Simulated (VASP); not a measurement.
# Ti in VASP: notebook, part 2 of 2

VASP 6.6.1. The steps go on from the part before.

## (3) Single point, PBEsol (atoms displaced along a vibrational mode)

The input, INCAR:

```
PREC = Accurate ; ENCUT = 520
EDIFF = 1E-6 ; ISMEAR = 0
SIGMA = 0.15 ; LREAL = F
LASPH = T ; NELM = 100
ALGO = Fast ; ISIF = 2
LWAVE = F ; LCHARG = T
GGA = PS ; LELF = T
LVHAR = T ; NBANDS = 19
```

The input, KPOINTS:

```
regular mesh
0
Gamma
  14 14 14
```

The input, POSCAR:

```
Ti
1.0
    0.0000000000     -3.2099008398      0.0000000000
   -3.2099008398      0.0000000000      0.0000000000
    0.0000000000      0.0000000000     -3.2099008398
Ti
2
Direct
    0.5000000000      0.5114645286      0.5000000000
    0.0000000000     -0.0114645286      0.0000000000
```

Potentials or basis: VASP PAW PBE potentials, release 64 (Ti_sv).

On the command line:

```
$ cat potpaw_PBE.64/Ti_sv/POTCAR > POTCAR
$ mpirun -np 1 vasp_std > vasp.out
```

OUTCAR:

```text
PREC = Accurate
   ENCUT = 520
   EDIFF = 1E-6
   ISMEAR = 0
   LREAL = F
   LASPH = T
   NELM = 100
   ISIF = 2
   GGA = PS

 ion  position               nearest neighbor table
   1  0.500  0.511  0.500-   2 2.74   2 2.74   2 2.74   2 2.74   2 2.82   2 2.82   2 2.82   2 2.82

   2  0.000  0.989  0.000-   1 2.74   1 2.74   1 2.74   1 2.74   1 2.82   1 2.82   1 2.82   1 2.82

  LATTYP: Found a simple cubic cell.
 ALAT       =     3.2099008398

  Lattice vectors:

 A1 = (   0.0000000000,  -3.2099008398,   0.0000000000)
 A2 = (  -3.2099008398,   0.0000000000,   0.0000000000)
 A3 = (   0.0000000000,   0.0000000000,  -3.2099008398)

Analysis of symmetry for initial positions (statically):
=====================================================================
 Subroutine PRICEL returns:
 Original cell was already a primitive cell.

 Routine SETGRP: Setting up the symmetry group for a
 simple cubic supercell.

 Subroutine GETGRP returns: Found 16 space group operations
 (whereof  8 operations were pure point group operations)
 out of a pool of 48 trial point group operations.

The static configuration has the point symmetry C_4v.
 The point group associated with its full space group is D_4h.

Analysis of symmetry for dynamics (positions and initial velocities):
=====================================================================
 Subroutine PRICEL returns:
 Original cell was already a primitive cell.

 Routine SETGRP: Setting up the symmetry group for a
 simple cubic supercell.

 Subroutine GETGRP returns: Found 16 space group operations
 (whereof  8 operations were pure point group operations)
 out of a pool of 48 trial point group operations.

The dynamic configuration has the point symmetry C_4v.
 The point group associated with its full space group is D_4h.

 Subroutine INISYM returns: Found 16 space group operations
 (whereof  8 operations are pure point group operations),
 and found     1 'primitive' translations

----------------------------------------------------------------------------------------

                                     Primitive cell

  volume of cell :      33.0731

  direct lattice vectors                    reciprocal lattice vectors
     0.000000000 -3.209900840  0.000000000     0.000000000 -0.311536103  0.000000000
    -3.209900840  0.000000000  0.000000000    -0.311536103  0.000000000  0.000000000
     0.000000000  0.000000000 -3.209900840     0.000000000  0.000000000 -0.311536103

  length of vectors
     3.209900840  3.209900840  3.209900840     0.311536103  0.311536103  0.311536103

  position of ions in fractional coordinates (direct lattice)
     0.500000000  0.511464529  0.500000000
     0.000000000  0.988535471  0.000000000

  ion indices of the primitive-cell ions
   primitive index   ion index
                 1           1
                 2           2

----------------------------------------------------------------------------------------

 KPOINTS: regular mesh

Automatic generation of k-mesh.
 Grid dimensions read from file:
 generate k-points for:   14   14   14

 Generating k-lattice:

  Cartesian coordinates                     Fractional coordinates (reciprocal lattice)
     0.000000000 -0.022252579  0.000000000     0.071428571  0.000000000  0.000000000
    -0.022252579  0.000000000  0.000000000     0.000000000  0.071428571  0.000000000
     0.000000000  0.000000000 -0.022252579     0.000000000  0.000000000  0.071428571

  Length of vectors
     0.022252579  0.022252579  0.022252579

  Shift w.r.t. Gamma in fractional coordinates (k-lattice)
     0.000000000  0.000000000  0.000000000

 Subroutine IBZKPT returns following result:
 ===========================================

 Found    288 irreducible k-points:

 Following reciprocal coordinates:
            Coordinates               Weight
  0.000000  0.000000  0.000000      1.000000
  0.071429  0.000000  0.000000      4.000000
  0.000000  0.071429  0.000000      2.000000
  0.142857  0.000000  0.000000      4.000000
  0.000000  0.142857  0.000000      2.000000
  0.214286  0.000000  0.000000      4.000000
[... 16 lines left out ...]
  0.071429  0.000000  0.214286      8.000000
  0.285714  0.071429  0.000000      8.000000
 [... further k-points ...]
   k-points           NKPTS =    288   k-points in BZ     NKDIM =    288   number of bands    NBANDS=     19
   number of dos      NEDOS =    301   number of ions     NIONS =      2
   total plane-waves  NPLWV =  13824
   dimension x,y,z NGX =    24 NGY =   24 NGZ =   24
   dimension x,y,z NGXF=    48 NGYF=   48 NGZF=   48
   ions per type =               2
   NGX,Y,Z   is equivalent  to a cutoff of  12.43, 12.43, 12.43 a.u.
   NGXF,Y,Z  is equivalent  to a cutoff of  24.86, 24.86, 24.86 a.u.
 SYSTEM =  unknown system
   PREC   = accura    normal or accurate (medium, high low for compatibility)
   ISTART =      0    job   : 0-new  1-cont  2-samecut
   ICHARG =      2    charge: 1-file 2-atom 10-const
   ISPIN  =      1    spin polarized calculation?
   LNONCOLLINEAR =      F non collinear calculations
   LSORBIT =      F    spin-orbit coupling
   LASPH  =      T    aspherical Exc in radial PAW
   ENCUT  =  520.0 eV  38.22 Ry    6.18 a.u.   5.97  5.97  5.97*2*pi/ulx,y,z
   NELM   =    100;   NELMIN=  2; NELMDL= -5     # of ELM steps
   EDIFF  = 0.1E-05   stopping-criterion for ELM
   LREAL  =      F    real-space projection
   EDIFFG = 0.1E-04   stopping-criterion for IOM
   NSW    =      0    number of steps for IOM
   IBRION =     -1    ionic relax: 0-MD 1-quasi-New 2-CG
   NFREE  =      0    steps in history (QN), initial steepest desc. (CG)
   ISIF   =      2    stress and relaxation
   ISYM   =      2    0-nonsym 1-usesym 2-fastsym
   POTIM  = 0.5000    time-step for ionic-motion
   TEBEG  =    0.0;   TEEND  =   0.0 temperature during run
   PSTRESS=    0.0 pullay stress
   NELECT =      24.0000    total number of electrons
   NUPDOWN=      -1.0000    fix difference up-down
   EMIN   =  10.00;   EMAX   =-10.00  energy-range for DOS
   EFERMI =   0.00;   METHOD = LEGACY
   ISMEAR =     0;   SIGMA  =   0.15  broadening in eV -4-tet -1-fermi 0-gaus
   EFERMI_NEDOS =   21; number of points for ismear=-14 and -15
   IALGO  =     68    algorithm
   IMIX   =      4    mixing-type and parameters
     AMIX     =   0.40;   BMIX     =  1.00
     AMIX_MAG =   1.60;   BMIX_MAG =  1.00
  volume/ion in A,a.u.               =      16.54       111.59
  Fermi-wavevector in a.u.,A,eV,Ry     =   1.471139  2.780049 29.446397  2.164249
  Thomas-Fermi vector in A             =   2.586311
   LORBIT       =      0    0 simple, 1 ext, 2 COOP (PROOUT), +10 PAW based schemes
   GGA     = PS    functional components
   LHFCALC =     F    Hartree Fock is set to
   AEXX    =    0.0000 exact exchange contribution
   IVDW    =     0    specifies the selected vdW correction
   LEPSILON=     F    determine dielectric tensor
   LRPA    =     F    only Hartree local field effects (RPA)
 non-spin polarized calculation
 RMM-DIIS sequential band-by-band and
 Gauss-broadening in eV      SIGMA  =   0.15
  energy-cutoff  :      520.00
  volume of cell :       33.07
 maximum number of plane-waves:       912
 NGX is ok and might be reduce to    24
   NGX = 11   NGY = 11   NGZ = 11

 number of electron      23.9999999 magnetization

 Free energy of the ion-electron system (eV)
  ---------------------------------------------------
  ext. energy  EPLUGINS =         0.00000000
  ---------------------------------------------------
  free energy    TOTEN  =       -16.48303558 eV

  energy without entropy =      -16.43487540  energy(sigma->0) =      -16.45895549

 E-fermi :   8.4701     XC(G=0): -11.8663

 val. band max:        8.4698447576   @ k =   0.0714   0.4286   0.2143
 cond. band min:       8.4720959247   @ k =   0.2857   0.5000   0.4286
 fundamental gap:      0.0022511672
 Fermi energy:         8.4700880004

 k-point     1 :       0.0000    0.0000    0.0000
  band No.  band energies     occupation
      1     -47.7277      2.00000
      2     -47.4477      2.00000
      3     -24.1626      2.00000
      4     -24.1626      2.00000
      5     -24.1562      2.00000
      6     -23.6154      2.00000
[... 11 lines left out ...]
     18      12.6426      0.00000
     19      12.6709      0.00000

 k-point     2 :       0.0714    0.0000    0.0000
  band No.  band energies     occupation
      1     -47.7236      2.00000
      2     -47.4506      2.00000
      3     -24.1633      2.00000
      4     -24.1553      2.00000
      5     -24.1492      2.00000
      6     -23.6258      2.00000
[... 476 lines left out ...]
 k-point    24 :       0.2857    0.0714    0.0000
  band No.  band energies     occupation
      1     -47.6652      2.00000
      2     -47.4946      2.00000
      3     -24.1844      2.00000
      4     -24.0490      2.00000
      5     -24.0251      2.00000
      6     -23.8441      2.00000
[... 11 lines left out ...]
     18      11.7663      0.00000
     19      12.2001      0.00000

 [... further k-points ...]
[... 5 lines left out ...]
  --------------------------------------------------------------------------------------
  -------------------------------------------------------------------------------------
  Total       -0.0632950     -0.0351461     -0.0351461      0.0000000     -0.0000000      0.0000000
  in kB       -3.0662314     -1.7026018     -1.7026018      0.0000000     -0.0000000      0.0000000
  external PRESSURE =      -2.1571450 kB  Pullay stress =       0.0000000 kB

 VOLUME and BASIS-vectors are now :
 -----------------------------------------------------------------------------
  energy-cutoff  :      520.00
  volume of cell :       33.07
      direct lattice vectors                 reciprocal lattice vectors
     0.000000000 -3.209900840  0.000000000     0.000000000 -0.311536103  0.000000000
    -3.209900840  0.000000000  0.000000000    -0.311536103  0.000000000  0.000000000
     0.000000000  0.000000000 -3.209900840     0.000000000  0.000000000 -0.311536103

 POSITION                                       TOTAL-FORCE (eV/Angst)
 -----------------------------------------------------------------------------------
     -1.64175     -1.60495     -1.60495         0.334339     -0.000000      0.000000
     -3.17310      0.00000      0.00000        -0.334339      0.000000     -0.000000
 -----------------------------------------------------------------------------------
    total drift:                               -0.000000     -0.000000      0.000000

  FREE ENERGIE OF THE ION-ELECTRON SYSTEM (eV)
  ---------------------------------------------------
  free  energy   TOTEN  =       -16.4830355837 eV

  energy  without entropy=      -16.4348753956  energy(sigma->0) =      -16.45895549
```

OSZICAR:

```text
N       E                     dE             d eps       ncg     rms          rms(c)
DAV:   1     0.254373420233E+03    0.25437E+03   -0.12519E+04 10952   0.157E+03
DAV:   2     0.627108786926E+01   -0.24810E+03   -0.24396E+03 11189   0.439E+02
DAV:   3    -0.177651991106E+02   -0.24036E+02   -0.23642E+02 20153   0.119E+02
[... 29 lines left out ...]
RMM:  33    -0.164830338116E+02   -0.14510E-05   -0.16001E-05 11515   0.150E-02    0.534E-02
RMM:  34    -0.164830340227E+02   -0.21111E-06   -0.14205E-05 15185   0.225E-02    0.428E-02
RMM:  35    -0.164830346387E+02   -0.61601E-06   -0.11880E-05 13338   0.218E-02    0.324E-02
RMM:  36    -0.164830348702E+02   -0.23141E-06   -0.11621E-05 15291   0.235E-02    0.212E-02
RMM:  37    -0.164830355837E+02   -0.71353E-06   -0.71591E-06 11178   0.182E-02
   1 F= -.16483036E+02 E0= -.16458955E+02  d E =-.481602E-01
```

stdout:

```text
POSCAR found type information on POSCAR Ti
 POSCAR found :  1 types and       2 ions
 scaLAPACK will be used
 -----------------------------------------------------------------------------
|                                                                             |
|                                                                             |
|     You enforced a specific xc type in the INCAR file but a different       |
[... 30 lines left out ...]
WARNING in EDDRMM: call to ZHEGV failed, returncode =   6  3      9
WARNING in EDDRMM: call to ZHEGV failed, returncode =   6  3      5
WARNING in EDDRMM: call to ZHEGV failed, returncode =   8  4     10
WARNING in EDDRMM: call to ZHEGV failed, returncode =   6  3     10
WARNING in EDDRMM: call to ZHEGV failed, returncode =   6  3      3
WARNING in EDDRMM: call to ZHEGV failed, returncode =   8  4     10
WARNING in EDDRMM: call to ZHEGV failed, returncode =   6  3     12
```

Wall time 7.2 min (1 thread of AMD EPYC 7R43 (Zen 3), shared host); peak memory 0.21 GiB.

Results:

```yaml
Free_energy: -16.4830 eV
Pressure: -0.2 GPa
Largest_force: 0.334 eV/Å
Band_gap_on_the_k_mesh: zero (bands 12 and 13 overlap by 1.58 eV)
```

Forces on the atoms (eV/Å):
```
Ti   0.334  0.000  0.000
Ti  -0.334  0.000  0.000
```

Levels at points of the mesh, in eV from the Fermi level:
```
           k point  band 8  band 9  band 10  band 11  band 12  band 13  band 14  band 15  band 16  band 17
(0.00, 0.00, 0.00)  -32.08   -6.05    -2.28    -2.26     1.02     1.04     1.04     2.88     2.93     4.17
(0.50, 0.00, 0.00)  -32.33   -2.63    -2.63    -0.05    -0.05     1.32     1.32     1.42     1.42     2.54
(0.00, 0.50, 0.00)  -32.30   -2.64    -2.63    -0.25     0.26     1.34     1.34     1.38     1.38     2.26
(0.50, 0.50, 0.00)  -32.09   -2.58    -2.58    -0.45    -0.45     1.30     1.30     2.93     2.93     3.28
(0.50, 0.00, 0.50)  -32.09   -2.57    -2.57    -0.44    -0.44     1.31     1.31     2.89     2.89     3.28
(0.50, 0.50, 0.50)  -32.41   -0.70    -0.70    -0.62    -0.62    -0.54    -0.54     3.35     3.35     3.35
```

Caveat: the cell differs from its parent crystal (atoms displaced along a vibrational mode); the PAW data sets were made with another functional, which shifts forces and pressure a little.

## (4) Single point, PBEsol (atoms displaced along a vibrational mode)

The input, INCAR:

```
PREC = Accurate
ENCUT = 520
EDIFF = 1E-7
ISMEAR = 0
SIGMA = 0.15
LREAL = F
LASPH = T
NELM = 100
ALGO = Fast
ISIF = 2
LWAVE = F
LCHARG = F
GGA = PS
NBANDS = 19
```

The input, KPOINTS:

```
Automatic mesh
0
Gamma
  14 14 14
```

The input, POSCAR:

```
Ti
1.0
    0.0000000000     -3.2099008398      0.0000000000
   -3.2099008398      0.0000000000      0.0000000000
    0.0000000000      0.0000000000     -3.2099008398
Ti
2
Direct
    0.5114645286      0.5114645286      0.5000000000
   -0.0114645286     -0.0114645286      0.0000000000
```

On the command line:

```
$ cat potpaw_PBE.64/Ti_sv/POTCAR > POTCAR
$ mpirun -np 1 vasp_std > vasp.out
```

It took 16 min on 1 thread of AMD EPYC 7R43 (Zen 3), shared host; peak memory 0.29 GiB.

Results (log left out):

| Property | Result |
| --- | --- |
| Free energy | -16.4700 eV |
| Pressure | 0.1 GPa |
| Largest force | 0.505 eV/Å |
| Band gap on the k mesh | zero (bands 12 and 13 overlap by 1.53 eV) |

Forces on the atoms (eV/Å):
```
Ti   0.357  0.357  0.000
Ti  -0.357 -0.357  0.000
```

Stress tensor (GPa, compression positive):
```
0.07 0.45 0.00
0.45 0.07 0.00
0.00 0.00 0.24
```

Levels at points of the mesh, in eV from the Fermi level:
```csv
k point,band 10,band 11,band 12,band 13,band 14,band 15
"(0.00, 0.00, 0.00)",-2.28,-2.26,1.00,1.05,1.05,2.86
"(0.50, 0.00, 0.00)",-2.62,-0.29,0.20,1.31,1.34,1.40
"(0.00, 0.00, 0.50)",-2.63,-0.09,-0.09,1.30,1.30,1.47
"(0.50, 0.50, 0.00)",-2.58,-0.46,-0.45,1.28,1.31,2.91
"(0.00, 0.50, 0.50)",-2.57,-0.44,-0.44,1.31,1.31,2.92
"(0.50, 0.50, 0.50)",-0.72,-0.62,-0.62,-0.50,-0.50,3.35
```

Caveat: the cell differs from its parent crystal (atoms displaced along a vibrational mode); the PAW data sets were made with another functional, which shifts forces and pressure a little.

## (5) Overview

| cell | gap on the mesh (eV) | pressure (GPa) | largest force (eV/Å) |
| --- | --- | --- | --- |
| as given, atomic positions A | none | -0.2 | - |
| as given, atomic positions B | none | -0.2 | 0.33 |
| as given, atomic positions C | none | 0.1 | 0.50 |

Alike in all rows: task single point; level PBEsol; potentials or basis VASP PAW PBE potentials, release 64 (Ti_sv); no spin polarisation; k mesh 14 × 14 × 14; cutoff (eV) 520; smearing gaussian 0.15 eV.

Caveats: the PAW data sets were made with another functional, which shifts forces and pressure a little.

Total energies depend on the potentials used, so only differences within one code and one set of settings carry meaning.
